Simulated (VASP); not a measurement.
# Si12CN16 (a cell with a defect) (C interstitial hop between voids) in VASP: notebook

The runs below take Si12CN16 (a cell with a defect) (C interstitial hop between voids) through single point, with PBE.

Program: VASP 6.6.1. These are calculated values, not measurements. Logs are shortened: lines on timing, memory, paths and dates and some standing lists are left out, and cuts for length are marked.

## 1. The cell of the first run

The cell holds a defect, 29 atoms: a = 7.663 Å, b = 7.663 Å, c = 5.852 Å, α = 90.00°, β = 90.00°, γ = 120.00°.

## 2. Single point, PBE

Input file INCAR:

```
  ALGO = Normal
  EDIFF = 1E-7
  ENCUT = 520
  GGA = PE
  ISIF = 2
  ISMEAR = -1
  LASPH = True
  LCHARG = False
  LREAL = Auto
  LWAVE = False
  NBANDS = 86
  NELM = 60
  PREC = Accurate
  SIGMA = 0.01
```

Input file KPOINTS:

```
k-points
0
Gamma
  1 1 1
```

Input file POSCAR:

```
Si12CN16
1.0
    7.6633883300      0.0000000000      0.0000000000
   -3.8316941700      6.6366889800      0.0000000000
    0.0000000000      0.0000000000      5.8522780000
Si N C
12 16 1
Direct
    0.2304983316      0.8204285324      0.3779719624
    0.4085114410      0.2239074340      0.1270506972
    0.8260054866      0.5936339660      0.1278235586
    0.1805672912      0.4019614311      0.3779447935
    0.5948701431      0.7661900407      0.3783468591
    0.7711874312      0.1740485359      0.1319062423
    0.2293227070      0.8170375343      0.8768694857
    0.4051203517      0.2222511865      0.6249803923
    0.8240342951      0.5951241669      0.6272255009
    0.1693275159      0.3922910969      0.8968864774
    0.5914400851      0.7642160142      0.8782166534
    0.7612817647      0.1695964665      0.6229529766
    0.3336561284      0.6616473988      0.3807049152
    0.6684391909      0.3316269614      0.1294760775
    0.9672705616      0.6749121457      0.3792998214
    0.2946625016      0.9606837113      0.1254521743
    0.6725702342      0.7034238028      0.1273381066
    0.3279274434      0.2868246509      0.3751231572
    0.0290568606      0.3362084628      0.1450411276
    0.7006378555      0.0278795647      0.3771230622
    0.3291554436      0.6564803644      0.8850574084
    0.6695531918      0.3330996837      0.6189991316
    0.9660285755      0.6615580470      0.8756817431
    0.3120037504      0.9606948614      0.6284482726
    0.6639740140      0.6962402508      0.6285506259
    0.3549542401      0.3088668169      0.8748369438
    0.0355199833      0.3138093417      0.6285041483
    0.7020719188      0.0321851756      0.8772332757
    0.0452457707      0.1310976004     -0.2205674440
```

Potentials or basis: VASP PAW PBE potentials, release 64 (Si, N, C).

Launch:

```console
$ cat potpaw_PBE.64/Si/POTCAR potpaw_PBE.64/N/POTCAR potpaw_PBE.64/C/POTCAR > POTCAR
$ mpirun -np 1 vasp_gam > vasp.out
```

OUTCAR:

```text
EDIFF = 1E-7
   ENCUT = 520
   GGA = PE
   ISIF = 2
   ISMEAR = -1
   LASPH = True
   LREAL = Auto
   NELM = 60
   PREC = Accurate

 ion  position               nearest neighbor table
   1  0.230  0.820  0.378-  24 1.74  16 1.75  15 1.75  13 1.75   7 2.92   7 2.93   5 3.02   4 3.03
                             8 3.04   2 3.06   3 3.06   9 3.07
   2  0.409  0.224  0.127-  14 1.73  18 1.74  26 1.74  16 1.75   8 2.91   8 2.94   6 2.99   3 3.03
                            10 3.03   1 3.06   4 3.07   7 3.08
   3  0.826  0.594  0.128-  23 1.74  15 1.75  14 1.75  17 1.75   9 2.92   9 2.93   6 3.03   2 3.03
                             7 3.06   5 3.06   1 3.06  11 3.07
   4  0.181  0.402  0.378-  19 1.70  13 1.73  18 1.75  27 1.76  10 2.82   5 3.00   1 3.03  10 3.04
                             8 3.05   2 3.07   6 3.08  12 3.14
   5  0.595  0.766  0.378-  25 1.73  17 1.74  13 1.75  20 1.75  11 2.93  11 2.93   4 3.00   1 3.02
                             9 3.04  12 3.05   3 3.06   6 3.07
   6  0.771  0.174  0.132-  19 1.73  20 1.73  14 1.74  28 1.76  12 2.87  12 2.98  10 2.98   2 2.99
                             3 3.03   5 3.07   4 3.08  11 3.10
   7  0.229  0.817  0.877-  16 1.74  24 1.74  21 1.74  23 1.76   1 2.92   1 2.93  11 3.00  10 3.05
                             3 3.06   9 3.06   8 3.07   2 3.08
   8  0.405  0.222  0.625-  26 1.73  18 1.74  24 1.76  22 1.76   2 2.91   2 2.94  12 2.95   1 3.04
                             9 3.05   4 3.05   7 3.07  10 3.14
   9  0.824  0.595  0.627-  23 1.73  15 1.74  25 1.75  22 1.75   3 2.92   3 2.93   5 3.04  12 3.05
                             8 3.05  11 3.05   7 3.06   1 3.07
  10  0.169  0.392  0.897-  19 1.73  21 1.77  27 1.81  26 1.83  29 1.87   4 2.82   6 2.98   2 3.03
                             4 3.04   7 3.05  11 3.06   8 3.14
  11  0.591  0.764  0.878-  25 1.73  17 1.74  21 1.75  28 1.79   5 2.93   5 2.93   7 3.00   9 3.05
                            10 3.06   3 3.07  12 3.09   6 3.10
  12  0.761  0.170  0.623-  22 1.72  20 1.72  28 1.75  27 1.82  29 2.51   6 2.87   8 2.95   6 2.98
                             5 3.05   9 3.05  11 3.09   4 3.14
  13  0.334  0.662  0.381-   4 1.73   5 1.75   1 1.75
  14  0.668  0.332  0.129-   2 1.73   6 1.74   3 1.75
  15  0.967  0.675  0.379-   9 1.74   3 1.75   1 1.75
  16  0.295  0.961  0.125-   7 1.74   1 1.75   2 1.75
  17  0.673  0.703  0.127-  11 1.74   5 1.74   3 1.75
  18  0.328  0.287  0.375-   2 1.74   8 1.74   4 1.75
  19  0.029  0.336  0.145-   4 1.70  10 1.73   6 1.73
  20  0.701  0.028  0.377-  12 1.72   6 1.73   5 1.75
  21  0.329  0.656  0.885-   7 1.74  11 1.75  10 1.77
  22  0.670  0.333  0.619-  12 1.72   9 1.75   8 1.76
  23  0.966  0.662  0.876-   9 1.73   3 1.74   7 1.76
  24  0.312  0.961  0.628-   1 1.74   7 1.74   8 1.76
  25  0.664  0.696  0.629-   5 1.73  11 1.73   9 1.75
  26  0.355  0.309  0.875-   8 1.73   2 1.74  10 1.83
  27  0.036  0.314  0.629-  29 1.69   4 1.76  10 1.81  12 1.82
  28  0.702  0.032  0.877-  12 1.75   6 1.76  11 1.79
  29  0.045  0.131  0.779-  27 1.69  10 1.87  12 2.51

  LATTYP: Found a hexagonal cell.
 ALAT       =     7.6633883300
 C/A-ratio  =     0.7636671597

  Lattice vectors:

 A1 = (   7.6633883300,   0.0000000000,   0.0000000000)
 A2 = (  -3.8316941700,   6.6366889800,   0.0000000000)
 A3 = (   0.0000000000,   0.0000000000,   5.8522780000)

Analysis of symmetry for initial positions (statically):
=====================================================================
 Subroutine PRICEL returns:
 Original cell was already a primitive cell.

 Routine SETGRP: Setting up the symmetry group for a
 hexagonal supercell.

 Subroutine GETGRP returns: Found  1 space group operations
 (whereof  1 operations were pure point group operations)
 out of a pool of 24 trial point group operations.

The static configuration has the point symmetry C_1 .

Analysis of symmetry for dynamics (positions and initial velocities):
=====================================================================
 Subroutine PRICEL returns:
 Original cell was already a primitive cell.

 Routine SETGRP: Setting up the symmetry group for a
 hexagonal supercell.

 Subroutine GETGRP returns: Found  1 space group operations
 (whereof  1 operations were pure point group operations)
 out of a pool of 24 trial point group operations.

The dynamic configuration has the point symmetry C_1 .

 Subroutine INISYM returns: Found  1 space group operations
 (whereof  1 operations are pure point group operations),
 and found     1 'primitive' translations

----------------------------------------------------------------------------------------

                                     Primitive cell

  volume of cell :     297.6441

  direct lattice vectors                    reciprocal lattice vectors
     7.663388330  0.000000000  0.000000000     0.130490582  0.075338772  0.000000000
    -3.831694170  6.636688980  0.000000000     0.000000000  0.150677545  0.000000000
     0.000000000  0.000000000  5.852278000     0.000000000  0.000000000  0.170873632

  length of vectors
     7.663388330  7.663388339  5.852278000     0.150677545  0.150677545  0.170873632

  position of ions in fractional coordinates (direct lattice)
     0.230498332  0.820428532  0.377971962
     0.408511441  0.223907434  0.127050697
     0.826005487  0.593633966  0.127823559
     0.180567291  0.401961431  0.377944793
     0.594870143  0.766190041  0.378346859
     0.771187431  0.174048536  0.131906242
[... 21 lines left out ...]
     0.702071919  0.032185176  0.877233276
     0.045245771  0.131097600  0.779432556

  ion indices of the primitive-cell ions
   primitive index   ion index
                 1           1
                 2           2
                 3           3
                 4           4
                 5           5
                 6           6
[... 21 lines left out ...]
                28          28
                29          29

----------------------------------------------------------------------------------------

 KPOINTS: k-points

Automatic generation of k-mesh.
 Grid dimensions read from file:
 generate k-points for:    1    1    1

 Generating k-lattice:

  Cartesian coordinates                     Fractional coordinates (reciprocal lattice)
     0.130490582  0.075338772  0.000000000     1.000000000  0.000000000  0.000000000
     0.000000000  0.150677545  0.000000000     0.000000000  1.000000000  0.000000000
     0.000000000  0.000000000  0.170873632     0.000000000  0.000000000  1.000000000

  Length of vectors
     0.150677545  0.150677545  0.170873632

  Shift w.r.t. Gamma in fractional coordinates (k-lattice)
     0.000000000  0.000000000  0.000000000

 Subroutine IBZKPT returns following result:
 ===========================================

 Found      1 irreducible k-points:

 Following reciprocal coordinates:
            Coordinates               Weight
  0.000000  0.000000  0.000000      1.000000
   k-points           NKPTS =      1   k-points in BZ     NKDIM =      1   number of bands    NBANDS=     86
   number of dos      NEDOS =    301   number of ions     NIONS =     29
   total plane-waves  NPLWV = 172800
   dimension x,y,z NGX =    60 NGY =   60 NGZ =   48
   dimension x,y,z NGXF=   120 NGYF=  120 NGZF=   96
   ions per type =              12  16   1
   NGX,Y,Z   is equivalent  to a cutoff of  13.02, 13.02, 13.64 a.u.
   NGXF,Y,Z  is equivalent  to a cutoff of  26.03, 26.03, 27.27 a.u.
 SYSTEM =  unknown system
   PREC   = accura    normal or accurate (medium, high low for compatibility)
   ISTART =      0    job   : 0-new  1-cont  2-samecut
   ICHARG =      2    charge: 1-file 2-atom 10-const
   ISPIN  =      1    spin polarized calculation?
   LNONCOLLINEAR =      F non collinear calculations
   LSORBIT =      F    spin-orbit coupling
   LASPH  =      T    aspherical Exc in radial PAW
   ENCUT  =  520.0 eV  38.22 Ry    6.18 a.u.  14.25 14.25 10.88*2*pi/ulx,y,z
   NELM   =     60;   NELMIN=  2; NELMDL= -5     # of ELM steps
   EDIFF  = 0.1E-06   stopping-criterion for ELM
   LREAL  =      T    real-space projection
   EDIFFG = 0.1E-05   stopping-criterion for IOM
   NSW    =      0    number of steps for IOM
   IBRION =     -1    ionic relax: 0-MD 1-quasi-New 2-CG
   NFREE  =      0    steps in history (QN), initial steepest desc. (CG)
   ISIF   =      2    stress and relaxation
   ISYM   =      2    0-nonsym 1-usesym 2-fastsym
   POTIM  = 0.5000    time-step for ionic-motion
   TEBEG  =    0.0;   TEEND  =   0.0 temperature during run
   PSTRESS=    0.0 pullay stress
   NELECT =     132.0000    total number of electrons
   NUPDOWN=      -1.0000    fix difference up-down
   EMIN   =  10.00;   EMAX   =-10.00  energy-range for DOS
   EFERMI =   0.00;   METHOD = LEGACY
   ISMEAR =    -1;   SIGMA  =   0.01  broadening in eV -4-tet -1-fermi 0-gaus
   EFERMI_NEDOS =   21; number of points for ismear=-14 and -15
   IALGO  =     38    algorithm
   IMIX   =      4    mixing-type and parameters
     AMIX     =   0.40;   BMIX     =  1.00
     AMIX_MAG =   1.60;   BMIX_MAG =  1.00
  volume/ion in A,a.u.               =      10.26        69.26
  Fermi-wavevector in a.u.,A,eV,Ry     =   1.248438  2.359206 21.206013  1.558598
  Thomas-Fermi vector in A             =   2.382525
   LORBIT       =      0    0 simple, 1 ext, 2 COOP (PROOUT), +10 PAW based schemes
   GGA     = PE    functional components
   LHFCALC =     F    Hartree Fock is set to
   AEXX    =    0.0000 exact exchange contribution
   IVDW    =     0    specifies the selected vdW correction
   LEPSILON=     F    determine dielectric tensor
   LRPA    =     F    only Hartree local field effects (RPA)
 non-spin polarized calculation
  energy-cutoff  :      520.00
  volume of cell :      297.64
 maximum number of plane-waves:      3980
 NGX is ok and might be reduce to    60
   NGX = 29   NGY = 29   NGZ = 21

 number of electron     132.0000002 magnetization

 Free energy of the ion-electron system (eV)
  ---------------------------------------------------
  ext. energy  EPLUGINS =         0.00000000
  ---------------------------------------------------
  free energy    TOTEN  =      -226.99522709 eV

  energy without entropy =     -226.99522709  energy(sigma->0) =     -226.99522709

 E-fermi :   8.0827     XC(G=0): -10.9093

 val. band max:        7.7833214912   @ k =   0.0000   0.0000   0.0000
 cond. band min:       9.4995452594   @ k =   0.0000   0.0000   0.0000
 fundamental gap:      1.7162237682
 Fermi energy:         8.0827460361

 k-point     1 :       0.0000    0.0000    0.0000
  band No.  band energies     occupation
      1     -11.5318      2.00000
      2     -10.3875      2.00000
      3      -9.9407      2.00000
      4      -9.3666      2.00000
      5      -9.2063      2.00000
      6      -9.1712      2.00000
[... 70 lines left out ...]
     77      12.1048      0.00000
     78      12.9645      0.00000
 [bands above 78 left out]

------------------------ aborting loop because EDIFF is reached ----------------------------------------

  FORCE on cell =-STRESS in cart. coord.  units (eV):
  Direction    XX          YY          ZZ          XY          YZ          ZX
  --------------------------------------------------------------------------------------
  -------------------------------------------------------------------------------------
  Total       -4.3450840     -9.7080557     30.2823256     -1.5542756      1.8635218     -0.8983657
  in kB      -23.3889922    -52.2571348    163.0056132     -8.3664527     10.0310826     -4.8357797
  external PRESSURE =      29.1198287 kB  Pullay stress =       0.0000000 kB

 VOLUME and BASIS-vectors are now :
 -----------------------------------------------------------------------------
  energy-cutoff  :      520.00
  volume of cell :      297.64
      direct lattice vectors                 reciprocal lattice vectors
     7.663388330  0.000000000  0.000000000     0.130490582  0.075338772  0.000000000
    -3.831694170  6.636688980  0.000000000     0.000000000  0.150677545  0.000000000
     0.000000000  0.000000000  5.852278000     0.000000000  0.000000000  0.170873632

 POSITION                                       TOTAL-FORCE (eV/Angst)
 -----------------------------------------------------------------------------------
     -1.37723      5.44493      2.21200        -0.000575      0.002999     -0.002242
      2.27264      1.48600      0.74354        -0.003656     -0.012136      0.011320
      4.05538      3.93976      0.74806        -0.002462      0.002935     -0.003501
     -0.15644      2.66769      2.21184        -0.007080     -0.001882      0.004252
      1.62292      5.08496      2.21419         0.004185      0.004617     -0.002439
      5.24301      1.15511      0.77195        -0.005439     -0.002721      0.000836
[... 21 lines left out ...]
      5.25693      0.21360      5.13381         0.007336      0.003827     -0.001611
     -0.15559      0.87005      4.56146         0.023159     -0.021385      0.004091
 -----------------------------------------------------------------------------------
    total drift:                                0.014027     -0.002894     -0.015114

  FREE ENERGIE OF THE ION-ELECTRON SYSTEM (eV)
  ---------------------------------------------------
  free  energy   TOTEN  =      -226.9952270888 eV

  energy  without entropy=     -226.9952270888  energy(sigma->0) =     -226.99522709
```

It took 1.9 min on 1 thread of AMD EPYC 7R13 (Zen 3), shared host; peak memory 0.36 GiB.

Results:

```
Free energy            : -226.9952 eV
Pressure               : 2.9 GPa
Largest force          : 0.032 eV/Å
Band gap on the k mesh : 1.72 eV
```

Forces on the atoms (eV/Å):
```
Si  -0.001  0.003 -0.002
Si  -0.004 -0.012  0.011
Si  -0.002  0.003 -0.004
Si  -0.007 -0.002  0.004
Si   0.004  0.005 -0.002
Si  -0.005 -0.003  0.001
Si   0.011 -0.002 -0.002
Si   0.004 -0.010 -0.005
Si   0.000  0.008  0.002
Si   0.007 -0.017  0.001
Si   0.002 -0.006  0.000
Si   0.000 -0.005  0.007
N    0.003 -0.001  0.003
N    0.000  0.003  0.000
N    0.002 -0.009  0.000
N   -0.003  0.007 -0.004
N    0.001  0.005  0.005
N   -0.006  0.004  0.000
N    0.011 -0.005 -0.006
N    0.000 -0.008 -0.001
N   -0.012  0.003  0.001
N   -0.005  0.005  0.004
N   -0.011  0.004  0.002
N   -0.008  0.000  0.003
N    0.004  0.007 -0.004
N   -0.007  0.017  0.004
N   -0.008  0.023 -0.019
N    0.007  0.004 -0.002
C    0.023 -0.021  0.004
```

Levels at points of the mesh, in eV from the valence-band top:
| k point | band 63 | band 64 | band 65 | band 66 | band 67 | band 68 | band 69 | band 70 |
| --- | --- | --- | --- | --- | --- | --- | --- | --- |
| (0.00, 0.00, 0.00) | -1.44 | -1.30 | -1.06 | 0.00 | 1.72 | 3.22 | 3.46 | 3.61 |

Caveat: the k points lie up to 1.07 Å⁻¹ apart.

[end of part 1 of 2]
